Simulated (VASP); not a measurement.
Crystal: Cr.

```xyz
1
Lattice="-1.4844 1.4844 1.4844 1.4844 -1.4844 1.4844 1.4844 1.4844 -1.4844" Properties=species:S:1:pos:R:3 pbc="T T T"
Cr    0.0000    0.0000    0.0000
```

Base run:

```yaml
Program: VASP 6.6.1
Functional: PBE
Potentials_or_basis: VASP PAW PBE potentials, release 64 (Cr_sv)
Cutoff: 600 eV
k_mesh: 10 × 10 × 10
Occupations: fermi-dirac, width 0.05 eV
Spin: collinear spin, ferromagnetic start
Starting_moments: "[2.2] μB"
Fixed_moment: 2.2 μB
```

Its results: pressure 2.0 GPa; site moments Cr +1.83 μB.

**Question.** The run is repeated on the same cell with these changes: functional from PBE to PBEsol. What comes out?

**Answer.** Pressure -5.2 GPa; site moments Cr +1.82 μB.

PBEsol binds more tightly than PBE, so the same cell stands under less pressure.

Caveats: the total moment is fixed, so each spin has its own Fermi level; the PAW data sets were made with another functional, which shifts forces and pressure a little (some runs).
